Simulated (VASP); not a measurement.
The system is MnO2.

```
Mn O
1.0
     2.85496    0.00000    0.00000
    -1.42748    2.47246    0.00000
     0.00000    0.00000   10.22174
Mn O
2 4
Cartesian
  0.0000 0.0000 5.1109
  0.0000 0.0000 0.0000
  1.4275 0.8242 4.1588
  1.4275 0.8242 0.9521
  0.0000 1.6483 6.0630
  0.0000 1.6483 9.2697
```

Base run:

- Program: VASP 6.6.1
- Functional: PBEsol
- Potentials or basis: VASP PAW PBE potentials, release 64 (Mn_pv, O)
- Cutoff: 520 eV
- k mesh: 9 × 9 × 3
- Occupations: fermi-dirac, width 0.05 eV
- Spin: collinear spin, ferromagnetic start
- Starting moments: [6.0, 6.0, 0.0, 0.0, 0.0, 0.0] μB
- Fixed moment: 12 μB

Its results: pressure 46.9 GPa; site moments Mn +3.96; O +0.79 μB; largest force 2.734 eV/Å.

Task: The run is repeated on the same cell with these changes: fixed moment from 12 μB to 16 μB; moments at the start from [6.0, 6.0, 0.0, 0.0, 0.0, 0.0] to [8.0, 8.0, 0.0, 0.0, 0.0, 0.0]. What comes out?

Result: Pressure 81.9 GPa; site moments Mn +4.47; O +1.25 μB; largest force 4.240 eV/Å.

Caveats: the PAW data sets were made with another functional, which shifts forces and pressure a little; the total moment is fixed, so each spin has its own Fermi level and the state may be an excited one; the run started ferromagnetic, and an antiferromagnetic order may lie lower in energy; the stress differs along the axes, from 22 to 59 GPa (at least some runs); the stress differs along the axes, from 43 to 101 GPa (at least some runs).
